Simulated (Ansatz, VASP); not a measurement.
Mn in VASP and in Ansatz

INCAR

```
  ALGO = Normal
  EDIFF = 1E-6
  ENCUT = 500
  GGA = PE
  GGA_COMPAT = F
  ISIF = 2
  ISMEAR = 0
  ISPIN = 2
  LASPH = T
  LCHARG = F
  LMAXMIX = 4
  LORBIT = 11
  LREAL = F
  LWAVE = F
  MAGMOM = 4
  NBANDS = 16
  NELM = 200
  PREC = Accurate
  SIGMA = 0.1
```

Contents of KPOINTS:

```
k-points
0
Gamma
  8 8 8
```

Contents of POSCAR:

```
Mn
1.0
    0.0000000000      1.8670867950      1.8670867950
    1.8670867950      0.0000000000      1.8670867950
    1.8670867950      1.8670867950      0.0000000000
Mn
1
Direct
    0.0000000000      0.0000000000      0.0000000000
```

Input for Ansatz:

```yaml
crystal:
  lattice:
    - [0.0, 1.867086795, 1.867086795]
    - [1.867086795, 0.0, 1.867086795]
    - [1.867086795, 1.867086795, 0.0]
  atoms:
    - { symbol: Mn, position: [0.0, 0.0, 0.0], spin: 4.0 }
basis:
  ecutwfc: 420
kpoints:
  mp_grid: { grid: [8, 8, 8] }
hamiltonian:
  xc: pbe
scf:
  occupations: { method: gaussian, width: 0.1 }
  lower_state_search: "off"
output:
  forces: true
  stress: true
  eigenvalues: true
  populations: true
magnetization:
  spin_polarized: true
```

Alike in both runs: task single point; functional PBE; k mesh 8 × 8 × 8; occupations gaussian, width 0.1 eV; collinear spin.

```csv
,VASP,Ansatz
version,VASP 6.6.1,Ansatz 0.2.0
potentials or method,"VASP PAW PBE potentials, release 64 (Mn_pv), cutoff 500 eV","scalar-relativistic, plane waves, PAW"
valence electrons in the cell,13,15
```

Ansatz gave:

| Quantity | Value |
| --- | --- |
| gap on the k mesh at the Fermi level (eV) | none |
| net moment per atom (μB) | 0.54 |
| size of the moment on the site where the two differ most (μB) | 0.53 |

Which values does VASP return?

gap on the k mesh at the Fermi level (eV): none; net moment per atom (μB): 1.05; size of the moment on the site where the two differ most (μB): 1.04.

The net moments are unlike, so the other rows may belong to different states. Site moments also hang on the region over which each program counts them. A gap of «none» marks a metal or a gap that the smearing closes. VASP's potentials hold 13 valence electrons a cell and Ansatz's 15, so a difference there can come from the potentials and not from the codes.

The k mesh is coarse, so the values compare programs but aren't converged.
